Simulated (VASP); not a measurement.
Set up this calculation in VASP 6.6.1, as the native input.

- Task: single point
- Functional: LDA
- Potentials or basis: VASP PAW LDA potentials, release 64 (Mg_sv, O)
- Cutoff: 750 eV
- k mesh: 9 × 9 × 6
- Occupations: gaussian, width 0.1 eV
- Spin: no spin polarisation
- Dipole correction: no
- Mended: yes
- Further INCAR settings: ALGO = Normal; EDIFF = 1e-06; NBANDS = 15

The structure of MgO lies in POSCAR:

```
MgO
1.0
    2.9380209034      0.0000000000      0.0000000000
   -1.4690104517      2.5444007392      0.0000000000
    0.0000000000      0.0000000000      2.6796800000
Mg O
1 1
Direct
    0.0000000000      0.0000000000      0.0000000000
    0.3333333300      0.6666666700      0.5000000000
```

These files were run (other wordings do the same):

INCAR

```
SYSTEM = MgO
  PREC = Accurate
  ENCUT = 750
  EDIFF = 1E-6
  ISMEAR = 0
  SIGMA = 0.1
  LREAL = .FALSE.
  LASPH = .TRUE.
  NELM = 120
  ALGO = Normal
  ISIF = 2
  LWAVE = .FALSE.
  LCHARG = .FALSE.
  GGA = CA
  NBANDS = 15
  GGA_COMPAT = .FALSE.
```

KPOINTS

```
Automatic mesh
0
G
  9 9 6
  0 0 0
```

Potentials or basis: VASP PAW LDA potentials, release 64 (Mg_sv, O).

Run with:

```sh
$ cat potpaw_LDA.64/Mg_sv/POTCAR potpaw_LDA.64/O/POTCAR > POTCAR
$ mpirun -np 1 vasp_std > vasp.out
```

It gave:

The pressure is -9.6 GPa. The band gap on the k mesh is 2.96 eV (least direct gap 3.37 eV).

Caveat: the cell stands under tension; an odd mesh through Γ misses points on the zone boundary, where band edges can lie.

It took 20 s on 1 thread of Intel(R) Xeon(R) Platinum 8488C (Sapphire Rapids), with other jobs on the host, peak memory 0.14 GiB.
